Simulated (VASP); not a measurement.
**SbAs3: single point with PBE**

SbAs3:

```
Sb As
1.0
    -2.01281    2.01281    5.41190
     2.01281   -2.01281    5.41190
     2.01281    2.01281   -5.41190
Sb As
1 3
Direct
  0.00000 0.00000 0.00000
  0.50000 0.50000 0.00000
  0.25000 0.75000 0.50000
  0.75000 0.25000 0.50000
```

```yaml
Program: VASP 6.6.1
Task: single point
Functional: PBE
Potentials_or_basis: VASP PAW PBE potentials, release 64 (Sb, As)
Cutoff: 520 eV
k_mesh: 16 × 16 × 16
Occupations: gaussian, width 0.1 eV
Spin: no spin polarisation
```

```json
{"Pressure": "0.0 GPa", "Band gap on the k mesh": "zero (bands 10 and 11 overlap by 2.07 eV)"}
```

Stress tensor (GPa, compression positive):
```
 0.03  0.00  0.00
 0.00  0.03  0.00
 0.00  0.00 -0.06
```

Levels at points of the mesh, in eV from the Fermi level:
| k point | band 8 | band 9 | band 10 | band 11 | band 12 | band 13 |
| --- | --- | --- | --- | --- | --- | --- |
| (0.00, 0.00, 0.00) | -3.19 | -3.19 | -0.17 | 0.25 | 3.28 | 3.28 |
| (0.50, 0.00, 0.00) | -1.51 | -0.63 | -0.48 | -0.07 | -0.03 | 0.29 |
| (0.50, 0.50, 0.00) | -4.58 | -1.84 | -1.66 | 0.77 | 1.25 | 5.76 |
| (0.50, 0.50, 0.50) | -1.83 | -1.66 | -1.66 | 0.76 | 1.45 | 3.56 |

Run time: 12 min on 1 thread of Intel(R) Xeon(R) Platinum 8488C (Sapphire Rapids), on a shared host, peak memory 0.72 GiB.

Caveat: spin-orbit coupling is left out, which moves the levels of the heavy elements.
